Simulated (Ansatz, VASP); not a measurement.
## One calculation of CoW3, two programs

```
Co W
1.0
     3.76179    0.00000    0.00000
     0.00000    3.76179    0.00000
     0.00000    0.00000    3.95470
Co W
1 3
Direct
  0.00000 0.00000 0.00000
  0.00000 0.50000 0.50000
  0.50000 0.00000 0.50000
  0.50000 0.50000 0.00000
```

Change from the starting cell: strain -0.025 along x and y, +0.025 along z, atoms carried along.

Alike in both runs: task single point; functional PBEsol; k mesh 12 × 12 × 12; occupations gaussian, width 0.15 eV; no spin polarisation.

|  | VASP | Ansatz |
| --- | --- | --- |
| version | VASP 6.6.1 | Ansatz 0.2.0 |
| potentials or method | VASP PAW PBE potentials, release 64 (Co, W_sv), cutoff 520 eV | scalar-relativistic, plane waves, PAW |
| valence electrons in the cell | 51 | 59 |

|  | VASP | Ansatz | Ansatz less VASP |
| --- | --- | --- | --- |
| gap on the k mesh at the Fermi level (eV) | none | none | - |
| pressure (GPa) | 9.0 | 8.4 | -0.68 |
| traceless stress, the component that is largest in VASP (GPa) | -1.90 | -1.98 | -0.081 |

VASP's potentials were made for PBE, not for PBEsol. A gap of «none» marks a metal or a gap that the smearing closes. VASP's potentials hold 51 valence electrons a cell and Ansatz's 59, so a difference there can come from the potentials and not from the codes.

Neither program's run includes spin-orbit coupling.
